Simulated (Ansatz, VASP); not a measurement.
## One calculation of WF, two programs

```
CELL_PARAMETERS angstrom
1.36589 0.78860 5.06960
-1.36589 0.78860 5.06960
0.00000 -1.57719 5.06960
ATOMIC_POSITIONS crystal
W 0.80675 0.82359 0.80367
F 0.93025 0.95981 0.91838
```

Change from the starting cell: atoms moved at random, drawn with an rms of 0.05 Å.

Alike in both runs: task single point; functional PBE; k mesh 11 × 11 × 11; occupations fermi-dirac, width 0.05 eV; no spin polarisation.

|  | VASP | Ansatz |
| --- | --- | --- |
| version | VASP 6.6.1 | Ansatz 0.2.0 |
| potentials or method | VASP PAW PBE potentials, release 64 (W_sv, F) | Ansatz PAW soft_1 |
| plane-wave cutoff (eV) | 520 | 420 |
| valence electrons in the cell | 21 | 21 |

Ansatz gave:

- gap on the k mesh at the Fermi level (eV): none
- pressure (GPa): -1.8
- traceless stress, the component that is largest in VASP (GPa): -5.15
- rms of the force components (eV/Å): 0.384

Task: Which values does VASP return?

Result: gap on the k mesh at the Fermi level (eV): none; pressure (GPa): -0.8; traceless stress, the component that is largest in VASP (GPa): -3.31; rms of the force components (eV/Å): 0.189.

Atom by atom the forces differ by 0.197 eV/Å (rms over components). A gap of «none» marks a metal or a gap that the smearing closes. The functional is the same, so the differences come from potentials, cutoffs and numerics.

Neither program's run includes spin-orbit coupling.
